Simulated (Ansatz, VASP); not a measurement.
Two plane-wave programs on C

```
C
1.0
     0.00000    1.64965    1.78340
     1.64965    0.00000    1.78340
     1.64965    1.64965    0.00000
C
2
Direct
  0.50000 0.50000 0.50000
  0.75000 0.75000 0.75000
```

Change from the starting cell: strain -0.0750 x Voigt [1, 1, 0, 0, 0, 0], atoms carried along.

Alike in both runs: task single point; functional r2SCAN; k mesh 12 × 12 × 12; occupations gaussian, width 0.05 eV; no spin polarisation.

|  | VASP | Ansatz |
| --- | --- | --- |
| version | VASP 6.6.1 | Ansatz 0.2.0 |
| potentials or method | VASP PAW PBE potentials, release 64 (C), cutoff 520 eV | scalar-relativistic, plane waves, PAW |
| valence electrons in the cell | 8 | 8 |

|  | VASP | Ansatz | Ansatz less VASP |
| --- | --- | --- | --- |
| gap on the k mesh at the Fermi level (eV) | 3.59 | 3.63 | +0.039 |
| least direct gap on the mesh (eV) | 5.47 | 5.53 | +0.059 |
| pressure (GPa) | 90.9 | 89.0 | -1.86 |
| traceless stress, the component that is largest in VASP (GPa) | -65.28 | -65.44 | -0.160 |

VASP's potentials were made for PBE, not for r2SCAN. Both programs put the cell under a high pressure, so it lies far from rest at this level.

Noted on VASP's run: the cell as given lies far from equilibrium.
